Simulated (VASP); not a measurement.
TaAs (e600.b), 4 atoms in the cell. It takes space group I4_1md (No. 109, tetragonal). Conventional cell: a = 3.464 Å, b = 3.464 Å, c = 11.733 Å, α = 90.00°, β = 90.00°, γ = 90.00°. Ta (site symmetry 2mm) has 6 As at 2.62 to 2.63 Å and 8 Ta at 3.41 to 3.46 Å within 3.5 Å. As (site symmetry 2mm) has 6 Ta at 2.62 to 2.63 Å and 8 As at 3.41 to 3.46 Å within 3.5 Å. 

| Property | Result |
| --- | --- |
| Program | VASP 6.6.1 |
| Task | single point |
| Functional | PBE |
| Potentials or basis | VASP PAW PBE potentials, release 64 (Ta_pv, As) |
| Cutoff | 520 eV |
| k mesh | 18 × 18 × 18 |
| Occupations | fermi-dirac, width 0.15 eV |
| Spin | no spin polarisation |
| Dipole correction | no |
| Further INCAR settings | ALGO = Normal; EDIFF = 1e-06; NBANDS = 24 |

Potentials or basis: VASP PAW PBE potentials, release 64 (Ta_pv, As).

Command:

```console
$ cat potpaw_PBE.64/Ta_pv/POTCAR potpaw_PBE.64/As/POTCAR > POTCAR
$ mpirun -np 1 vasp_std > vasp.out
```

Hardware: 1 thread of AMD EPYC 7R13 (shared host).

Task: How long does it take, and how much memory?

Result: Wall time 47 min on 1 thread of AMD EPYC 7R13 (shared host), peak memory 0.85 GiB. Counts: scf iterations 13, k points 480.
